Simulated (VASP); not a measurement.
# Nb (Fd-3m) in VASP: notebook, part 2 of 2

VASP 6.6.1.

## 4. Single point, BLYP (volume scaled by 1.04)

The input, INCAR:

```
SYSTEM = Nb
PREC     = Accurate       ! precision mode
ENCUT    = 520            ! plane-wave cutoff, eV
EDIFF    = 1E-6           ! SCF threshold, eV
ISMEAR   = -1             ! smearing method
SIGMA    = 0.1            ! smearing width, eV
LREAL    = .FALSE.        ! projectors in reciprocal space
LASPH    = .TRUE.         ! aspherical terms in the spheres
NELM     = 80             ! most SCF steps
ALGO     = Normal         ! electronic algorithm
ISIF     = 2              ! what is computed and relaxed
LWAVE    = .FALSE.        ! write WAVECAR
LCHARG   = .FALSE.        ! write CHGCAR
GGA      = B5             ! functional
ALDAX    = 1.0          
AGGAX    = 1.0          
AGGAC    = 1.0          
ALDAC    = 0.0          
NBANDS   = 20             ! bands
```

The input, KPOINTS:

```
Automatic mesh
0
G
  10 10 10
  0 0 0
```

The input, POSCAR:

```
Nb
1.0
    0.0000000000      3.0616037476      3.0616037476
    3.0616037476      0.0000000000      3.0616037476
    3.0616037476      3.0616037476      0.0000000000
Nb
2
Direct
    0.1250000000      0.1250000000      0.1250000000
    0.8750000000      0.8750000000      0.8750000000
```

Potentials or basis: VASP PAW PBE potentials, release 64 (Nb_sv).

Launch:

```console
$ cat potpaw_PBE.64/Nb_sv/POTCAR > POTCAR
$ mpirun -np 1 vasp_std > vasp.out
```

OUTCAR:

```text
SYSTEM = Nb
   PREC = Accurate
   ENCUT = 520
   EDIFF = 1E-6
   ISMEAR = -1
   LREAL = .FALSE.
   LASPH = .TRUE.
   NELM = 80
   ISIF = 2
   GGA = B5

 ion  position               nearest neighbor table
   1  0.125  0.125  0.125-   2 2.65   2 2.65   2 2.65   2 2.65
   2  0.875  0.875  0.875-   1 2.65   1 2.65   1 2.65   1 2.65

  LATTYP: Found a face centered cubic cell.
 ALAT       =     6.1232074952

  Lattice vectors:

 A1 = (   0.0000000000,   3.0616037476,   3.0616037476)
 A2 = (   3.0616037476,   0.0000000000,   3.0616037476)
 A3 = (   3.0616037476,   3.0616037476,   0.0000000000)

Analysis of symmetry for initial positions (statically):
=====================================================================
 Subroutine PRICEL returns:
 Original cell was already a primitive cell.

 Routine SETGRP: Setting up the symmetry group for a
 face centered cubic supercell.

 Subroutine GETGRP returns: Found 48 space group operations
 (whereof 12 operations were pure point group operations)
 out of a pool of 48 trial point group operations.

The static configuration has the point symmetry D_3d.
 The point group associated with its full space group is O_h .

Analysis of symmetry for dynamics (positions and initial velocities):
=====================================================================
 Subroutine PRICEL returns:
 Original cell was already a primitive cell.

 Routine SETGRP: Setting up the symmetry group for a
 face centered cubic supercell.

 Subroutine GETGRP returns: Found 48 space group operations
 (whereof 12 operations were pure point group operations)
 out of a pool of 48 trial point group operations.

The dynamic configuration has the point symmetry D_3d.
 The point group associated with its full space group is O_h .

 Subroutine INISYM returns: Found 48 space group operations
[... 103 lines left out ...]
   ISIF   =      2    stress and relaxation
   ISYM   =      2    0-nonsym 1-usesym 2-fastsym
   POTIM  = 0.5000    time-step for ionic-motion
   TEBEG  =    0.0;   TEEND  =   0.0 temperature during run
   PSTRESS=    0.0 pullay stress
   NELECT =      26.0000    total number of electrons
   NUPDOWN=      -1.0000    fix difference up-down
   EMIN   =  10.00;   EMAX   =-10.00  energy-range for DOS
   EFERMI =   0.00;   METHOD = LEGACY
   ISMEAR =    -1;   SIGMA  =   0.10  broadening in eV -4-tet -1-fermi 0-gaus
   EFERMI_NEDOS =   21; number of points for ismear=-14 and -15
   IALGO  =     38    algorithm
   IMIX   =      4    mixing-type and parameters
     AMIX     =   0.40;   BMIX     =  1.00
     AMIX_MAG =   1.60;   BMIX_MAG =  1.00
  volume/ion in A,a.u.               =      28.70       193.66
  Fermi-wavevector in a.u.,A,eV,Ry     =   1.257304  2.375960 21.508272  1.580813
  Thomas-Fermi vector in A             =   2.390970
   LORBIT       =      0    0 simple, 1 ext, 2 COOP (PROOUT), +10 PAW based schemes
   GGA     = B5    functional components
   LHFCALC =     F    Hartree Fock is set to
   AEXX    =    0.0000 exact exchange contribution
   IVDW    =     0    specifies the selected vdW correction
   LEPSILON=     F    determine dielectric tensor
   LRPA    =     F    only Hartree local field effects (RPA)
 non-spin polarized calculation
  energy-cutoff  :      520.00
  volume of cell :       57.40
 maximum number of plane-waves:      1572
   NGX = 17   NGY = 17   NGZ = 17

 number of electron      26.0000003 magnetization

 Free energy of the ion-electron system (eV)
  ---------------------------------------------------
  ext. energy  EPLUGINS =         0.00000000
  ---------------------------------------------------
  free energy    TOTEN  =       -13.62629756 eV

  energy without entropy =      -13.49071009  energy(sigma->0) =      -13.55850383

 E-fermi :   6.1591     XC(G=0):  -9.2005

 val. band max:        6.1587107064   @ k =   0.4000   0.1000   0.0000
 cond. band min:       6.1621919004   @ k =   0.5000   0.3000   0.0000
 fundamental gap:      0.0034811940
 Fermi energy:         6.1591162881

 k-point     1 :       0.0000    0.0000    0.0000
  band No.  band energies     occupation
      1     -48.1654      2.00000
      2     -47.6876      2.00000
      3     -24.5940      2.00000
      4     -24.5940      2.00000
      5     -24.5940      2.00000
      6     -23.7380      2.00000
[... 541 lines left out ...]
     19      10.9094      0.00000
     20      12.3416      0.00000

 [... further k-points ...]
[... 5 lines left out ...]
  --------------------------------------------------------------------------------------
  -------------------------------------------------------------------------------------
  Total       -0.7388704     -0.7388704     -0.7388704      0.0000000     -0.0000000      0.0000000
  in kB      -20.6253774    -20.6253774    -20.6253774      0.0000000     -0.0000000      0.0000000
  external PRESSURE =     -20.6253774 kB  Pullay stress =       0.0000000 kB

 VOLUME and BASIS-vectors are now :
 -----------------------------------------------------------------------------
  energy-cutoff  :      520.00
  volume of cell :       57.40
      direct lattice vectors                 reciprocal lattice vectors
     0.000000000  3.061603748  3.061603748    -0.163313100  0.163313100  0.163313100
     3.061603748  0.000000000  3.061603748     0.163313100 -0.163313100  0.163313100
     3.061603748  3.061603748  0.000000000     0.163313100  0.163313100 -0.163313100

 POSITION                                       TOTAL-FORCE (eV/Angst)
 -----------------------------------------------------------------------------------
      0.76540      0.76540      0.76540        -0.000000     -0.000000     -0.000000
      5.35781      5.35781      5.35781         0.000000      0.000000      0.000000
 -----------------------------------------------------------------------------------
    total drift:                                0.000000      0.000000     -0.000000

  FREE ENERGIE OF THE ION-ELECTRON SYSTEM (eV)
  ---------------------------------------------------
  free  energy   TOTEN  =       -13.6262975646 eV

  energy  without entropy=      -13.4907100943  energy(sigma->0) =      -13.55850383
```

OSZICAR:

```text
N       E                     dE             d eps       ncg     rms          rms(c)
DAV:   1     0.289731715749E+03    0.28973E+03   -0.14454E+04  1880   0.127E+03
DAV:   2     0.883324338132E+01   -0.28090E+03   -0.27407E+03  2328   0.501E+02
DAV:   3    -0.125193837065E+02   -0.21353E+02   -0.20371E+02  3488   0.982E+01
DAV:   4    -0.136775857896E+02   -0.11582E+01   -0.11384E+01  2644   0.202E+01
DAV:   5    -0.137409168107E+02   -0.63331E-01   -0.62558E-01  3204   0.438E+00    0.707E+00
DAV:   6    -0.136010593636E+02    0.13986E+00   -0.54812E-01  2820   0.650E+00    0.304E+00
DAV:   7    -0.136172478156E+02   -0.16188E-01   -0.11379E-01  3316   0.316E+00    0.120E+00
DAV:   8    -0.136263628544E+02   -0.91150E-02   -0.33480E-02  3108   0.155E+00    0.193E-01
DAV:   9    -0.136261926352E+02    0.17022E-03   -0.25263E-03  2996   0.332E-01    0.162E-01
DAV:  10    -0.136262960649E+02   -0.10343E-03   -0.31992E-04  2428   0.186E-01    0.132E-02
DAV:  11    -0.136262973823E+02   -0.13174E-05   -0.18595E-05  2768   0.286E-02    0.546E-03
DAV:  12    -0.136262975646E+02   -0.18230E-06   -0.28980E-06  1840   0.155E-02
   1 F= -.13626298E+02 E0= -.13558504E+02  d E =-.135587E+00
```

Wall time 65 s (1 thread of Intel Xeon Platinum 8124M at 3.00GHz (Skylake/Cascade Lake), shared host); peak memory 0.19 GiB.

Results:

```
Free energy            : -13.6263 eV
Pressure               : -2.1 GPa
Band gap on the k mesh : zero (band 13 reaches 6.60 eV, above the bottom of band 14 at 5.54 eV)
```

Caveat: the PAW data sets were made with another functional, which shifts forces and pressure a little.

## 5. Summary

| cell | gap on the mesh (eV) | pressure (GPa) |
| --- | --- | --- |
| a = 4.216 Å, angles 60.0°, 2 atoms | none | 2.5 |
| a = 4.274 Å, angles 60.0°, 2 atoms | none | 0.0 |
| a = 4.330 Å, angles 60.0°, 2 atoms | none | -2.1 |

Alike in all rows: task single point; level BLYP; potentials or basis VASP PAW PBE potentials, release 64 (Nb_sv); no spin polarisation; k mesh 10 × 10 × 10; cutoff (eV) 520; smearing fermi-dirac 0.1 eV.

Caveats: the PAW data sets were made with another functional, which shifts forces and pressure a little.

Total energies depend on the potentials used, so only differences within one code and one set of settings carry meaning.
